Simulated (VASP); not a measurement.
# Si (Fd-3m) in VASP: relaxation of cell and atoms with r2SCAN

Aim: the relaxation of cell and atoms of Si with r2SCAN.

All numbers are computed with VASP 6.6.1; they aren't measurements. Logs are shortened: lines on timing, memory, paths and dates and some standing lists are left out, and cuts for length are marked.

### Step 1. The cell of the first run

Symmetry: Fd-3m, No. 227, cubic system. The conventional cell has a = 5.427 Å, b = 5.427 Å, c = 5.427 Å, α = 90.00°, β = 90.00°, γ = 90.00°. Si (site symmetry -43m) has 4 Si at 2.35 Å within 3.1 Å.

### Step 2. Relaxation of cell and atoms, r2SCAN

POSCAR

```
Si
1.0
    0.0000000000      2.7135600000      2.7135600000
    2.7135600000      0.0000000000      2.7135600000
    2.7135600000      2.7135600000      0.0000000000
Si
2
Direct
    0.7500000000      0.7500000000      0.7500000000
    0.5000000000      0.5000000000      0.5000000000
```

INCAR.step1

```
ALGO = Normal
EDIFF = 1E-4
ENCUT = 600
GGA = PE
ISMEAR = 0
LASPH = T
LCHARG = F
LREAL = F
LWAVE = T
NELM = 100
PREC = Accurate
SIGMA = 0.02
```

INCAR.step2

```
ALGO = Normal
EDIFF = 1E-7
EDIFFG = -0.01
ENCUT = 600
IBRION = 2
ISIF = 3
ISMEAR = 0
ISTART = 1
LASPH = T
LCHARG = F
LMIXTAU = T
LREAL = F
LWAVE = F
METAGGA = R2SCAN
NELM = 100
NSW = 80
PREC = Accurate
SIGMA = 0.02
```

KPOINTS

```
k-points
0
Gamma
  14 14 14
```

Potentials or basis: VASP PAW PBE potentials, release 64 (Si).

On the command line:

```bash
$ cat potpaw_PBE.64/Si/POTCAR > POTCAR
$ cp INCAR.step1 INCAR
$ mpirun -np 1 vasp_std > vasp.out
$ cp INCAR.step2 INCAR
$ mpirun -np 1 vasp_std > vasp.out
```

OUTCAR:

```text
EDIFF = 1E-7
   EDIFFG = -0.01
   ENCUT = 600
   IBRION = 2
   ISIF = 3
   ISMEAR = 0
   ISTART = 1
   LASPH = T
   LREAL = F
   METAGGA = R2SCAN
   NELM = 100
   NSW = 80
   PREC = Accurate

 ion  position               nearest neighbor table
   1  0.750  0.750  0.750-   2 2.35   2 2.35   2 2.35   2 2.35
   2  0.500  0.500  0.500-   1 2.35   1 2.35   1 2.35   1 2.35

  LATTYP: Found a face centered cubic cell.
 ALAT       =     5.4271200000

  Lattice vectors:

 A1 = (   0.0000000000,   2.7135600000,   2.7135600000)
 A2 = (   2.7135600000,   0.0000000000,   2.7135600000)
 A3 = (   2.7135600000,   2.7135600000,   0.0000000000)

Analysis of symmetry for initial positions (statically):
=====================================================================
 Subroutine PRICEL returns:
 Original cell was already a primitive cell.

 Routine SETGRP: Setting up the symmetry group for a
 face centered cubic supercell.

 Subroutine GETGRP returns: Found 48 space group operations
 (whereof 24 operations were pure point group operations)
 out of a pool of 48 trial point group operations.

The static configuration has the point symmetry T_d .
 The point group associated with its full space group is O_h .

Analysis of symmetry for dynamics (positions and initial velocities):
=====================================================================
 Subroutine PRICEL returns:
 Original cell was already a primitive cell.

 Routine SETGRP: Setting up the symmetry group for a
 face centered cubic supercell.

 Subroutine GETGRP returns: Found 48 space group operations
 (whereof 24 operations were pure point group operations)
 out of a pool of 48 trial point group operations.

The dynamic configuration has the point symmetry T_d .
 The point group associated with its full space group is O_h .

 Subroutine INISYM returns: Found 48 space group operations
 (whereof 24 operations are pure point group operations),
 and found     1 'primitive' translations

----------------------------------------------------------------------------------------

                                     Primitive cell

  volume of cell :      39.9621

  direct lattice vectors                    reciprocal lattice vectors
     0.000000000  2.713560000  2.713560000    -0.184259792  0.184259792  0.184259792
     2.713560000  0.000000000  2.713560000     0.184259792 -0.184259792  0.184259792
     2.713560000  2.713560000  0.000000000     0.184259792  0.184259792 -0.184259792

  length of vectors
     3.837553354  3.837553354  3.837553354     0.319147321  0.319147321  0.319147321

  position of ions in fractional coordinates (direct lattice)
     0.750000000  0.750000000  0.750000000
     0.500000000  0.500000000  0.500000000

  ion indices of the primitive-cell ions
   primitive index   ion index
                 1           1
                 2           2

----------------------------------------------------------------------------------------

 KPOINTS: k-points

Automatic generation of k-mesh.
 Grid dimensions read from file:
 generate k-points for:   14   14   14

 Generating k-lattice:

  Cartesian coordinates                     Fractional coordinates (reciprocal lattice)
    -0.013161414  0.013161414  0.013161414     0.071428571  0.000000000  0.000000000
     0.013161414 -0.013161414  0.013161414     0.000000000  0.071428571  0.000000000
     0.013161414  0.013161414 -0.013161414     0.000000000  0.000000000  0.071428571

  Length of vectors
     0.022796237  0.022796237  0.022796237

  Shift w.r.t. Gamma in fractional coordinates (k-lattice)
     0.000000000  0.000000000  0.000000000

 Subroutine IBZKPT returns following result:
 ===========================================

 Found    104 irreducible k-points:

 Following reciprocal coordinates:
            Coordinates               Weight
  0.000000  0.000000  0.000000      1.000000
  0.071429  0.000000  0.000000      8.000000
  0.142857  0.000000  0.000000      8.000000
  0.214286  0.000000  0.000000      8.000000
  0.285714  0.000000  0.000000      8.000000
  0.357143  0.000000  0.000000      8.000000
[... 16 lines left out ...]
  0.214286  0.142857  0.000000     24.000000
  0.285714  0.142857  0.000000     24.000000
 [... further k-points ...]
   k-points           NKPTS =    104   k-points in BZ     NKDIM =    104   number of bands    NBANDS=      8
   number of dos      NEDOS =    301   number of ions     NIONS =      2
   total plane-waves  NPLWV =  32768
   dimension x,y,z NGX =    32 NGY =   32 NGZ =   32
   dimension x,y,z NGXF=    64 NGYF=   64 NGZF=   64
   ions per type =               2
   NGX,Y,Z   is equivalent  to a cutoff of  13.86, 13.86, 13.86 a.u.
   NGXF,Y,Z  is equivalent  to a cutoff of  27.73, 27.73, 27.73 a.u.
 SYSTEM =  unknown system
   PREC   = accura    normal or accurate (medium, high low for compatibility)
   ISTART =      1    job   : 0-new  1-cont  2-samecut
   ICHARG =      0    charge: 1-file 2-atom 10-const
   ISPIN  =      1    spin polarized calculation?
   LNONCOLLINEAR =      F non collinear calculations
   LSORBIT =      F    spin-orbit coupling
   LASPH  =      T    aspherical Exc in radial PAW
   ENCUT  =  600.0 eV  44.10 Ry    6.64 a.u.   7.66  7.66  7.66*2*pi/ulx,y,z
   NELM   =    100;   NELMIN=  2; NELMDL=  0     # of ELM steps
   EDIFF  = 0.1E-06   stopping-criterion for ELM
   LREAL  =      F    real-space projection
   EDIFFG = -.1E-01   stopping-criterion for IOM
   NSW    =     80    number of steps for IOM
   IBRION =      2    ionic relax: 0-MD 1-quasi-New 2-CG
   NFREE  =      1    steps in history (QN), initial steepest desc. (CG)
   ISIF   =      3    stress and relaxation
   ISYM   =      2    0-nonsym 1-usesym 2-fastsym
   POTIM  = 0.5000    time-step for ionic-motion
   TEBEG  =    0.0;   TEEND  =   0.0 temperature during run
   PSTRESS=    0.0 pullay stress
   NELECT =       8.0000    total number of electrons
   NUPDOWN=      -1.0000    fix difference up-down
   EMIN   =  10.00;   EMAX   =-10.00  energy-range for DOS
   EFERMI =   0.00;   METHOD = LEGACY
   ISMEAR =     0;   SIGMA  =   0.02  broadening in eV -4-tet -1-fermi 0-gaus
   EFERMI_NEDOS =   21; number of points for ismear=-14 and -15
   IALGO  =     38    algorithm
   IMIX   =      4    mixing-type and parameters
     AMIX     =   0.40;   BMIX     =  1.00
     AMIX_MAG =   1.60;   BMIX_MAG =  1.00
  volume/ion in A,a.u.               =      19.98       134.84
  Fermi-wavevector in a.u.,A,eV,Ry     =   0.957684  1.809760 12.478691  0.917158
  Thomas-Fermi vector in A             =   2.086724
   LORBIT       =      0    0 simple, 1 ext, 2 COOP (PROOUT), +10 PAW based schemes
   METAGGA = R2SCAN    functional components
   LHFCALC =     F    Hartree Fock is set to
   AEXX    =    0.0000 exact exchange contribution
   IVDW    =     0    specifies the selected vdW correction
   LEPSILON=     F    determine dielectric tensor
   LRPA    =     F    only Hartree local field effects (RPA)
 conjugate gradient relaxation of ions
 non-spin polarized calculation
 Gauss-broadening in eV      SIGMA  =   0.02
  energy-cutoff  :      600.00
  volume of cell :       39.96
 maximum number of plane-waves:      1363
   NGX = 15   NGY = 15   NGZ = 15

--------------------------------------- Ionic step        1  -------------------------------------------

 number of electron       7.9999999 magnetization

 Free energy of the ion-electron system (eV)
  ---------------------------------------------------
  ext. energy  EPLUGINS =         0.00000000
  ---------------------------------------------------
  free energy    TOTEN  =       -17.54954695 eV

  energy without entropy =      -17.54954695  energy(sigma->0) =      -17.54954695

------------------------ aborting loop because EDIFF is reached ----------------------------------------

  FORCE on cell =-STRESS in cart. coord.  units (eV):
  Direction    XX          YY          ZZ          XY          YZ          ZX
  --------------------------------------------------------------------------------------
  -------------------------------------------------------------------------------------
  Total        0.1728339      0.1728339      0.1728339      0.0000000     -0.0000000      0.0000000
  in kB        6.9293313      6.9293313      6.9293313      0.0000000     -0.0000000      0.0000000
  external PRESSURE =       6.9293313 kB  Pullay stress =       0.0000000 kB
[... 57 lines left out ...]
  energy  without entropy=      -17.5497727312  energy(sigma->0) =      -17.54977273

--------------------------------------- Ionic step        3  -------------------------------------------

 number of electron       8.0000000 magnetization

 Free energy of the ion-electron system (eV)
  ---------------------------------------------------
  ext. energy  EPLUGINS =         0.00000000
  ---------------------------------------------------
  free energy    TOTEN  =       -17.55014338 eV

  energy without entropy =      -17.55014338  energy(sigma->0) =      -17.55014338

 E-fermi :   5.8065     XC(G=0):  -9.8355

 val. band max:        5.6870689942   @ k =   0.0000   0.0000   0.0000
 cond. band min:       6.4703070351   @ k =   0.4286   0.4286   0.0000
 fundamental gap:      0.7832380409
 Fermi energy:         5.8064888679

 k-point     1 :       0.0000    0.0000    0.0000
  band No.  band energies     occupation
      1      -6.8039      2.00000
      2       5.6871      2.00000
      3       5.6871      2.00000
      4       5.6871      2.00000
      5       8.4433      0.00000
      6       8.4433      0.00000
      7       8.4433      0.00000
      8       9.6148      0.00000
[... 243 lines left out ...]
 k-point    24 :       0.2857    0.1429    0.0000
  band No.  band energies     occupation
      1      -5.7939      2.00000
      2       1.8062      2.00000
      3       4.0835      2.00000
      4       4.0948      2.00000
      5       7.9953      0.00000
      6       9.9643      0.00000
      7      10.5894      0.00000
      8      10.7618      0.00000

 [... further k-points ...]
[... 5 lines left out ...]
  --------------------------------------------------------------------------------------
  -------------------------------------------------------------------------------------
  Total        0.0015336      0.0015336      0.0015336     -0.0000000      0.0000000      0.0000000
  in kB        0.0610588      0.0610588      0.0610588     -0.0000000      0.0000000      0.0000000
  external PRESSURE =       0.0610588 kB  Pullay stress =       0.0000000 kB
[... 17 lines left out ...]
  FREE ENERGIE OF THE ION-ELECTRON SYSTEM (eV)
  ---------------------------------------------------
  free  energy   TOTEN  =       -17.5501433791 eV

  energy  without entropy=      -17.5501433791  energy(sigma->0) =      -17.55014338

 reached required accuracy - stopping structural energy minimisation
```

It took 9 min on 1 thread of AMD EPYC 7R13, shared host; peak memory 0.17 GiB.

What came out:

- Free energy: -17.5501 eV
- Relaxed volume: 20.12 Å³/atom
- Relaxed cell: a = 3.846 Å, b = 3.846 Å, c = 3.846 Å, α = 60.00°, β = 60.00°, γ = 60.00°
- Space group after relaxing (to 0.1 Å): Fd-3m (No. 227)
- Energy gained by relaxing: 0.3 meV/atom
- Ionic steps: 3
- Pressure after relaxing: 0.0 GPa
- Band gap on the k mesh: 0.78 eV (least direct gap 2.76 eV)

Step by step:
```
step  energy change (eV)  largest force (eV/Å)  pressure (GPa)  volume (Å³)
   1              0.0000                0.0000            0.69        39.96
   2             -0.0002                0.0000           -0.53        40.46
   3             -0.0006                0.0000            0.01        40.24
```

Final structure:
```xyz
2
Lattice="0.0000 2.7199 2.7199 2.7199 0.0000 2.7199 2.7199 2.7199 0.0000" Properties=species:S:1:pos:R:3 pbc="T T T"
Si    4.0798    4.0798    4.0798
Si    2.7199    2.7199    2.7199
```

Caveat: semilocal functionals underestimate gaps, and a narrow one can read as zero; the PAW data sets were made with another functional, which shifts forces and pressure a little.
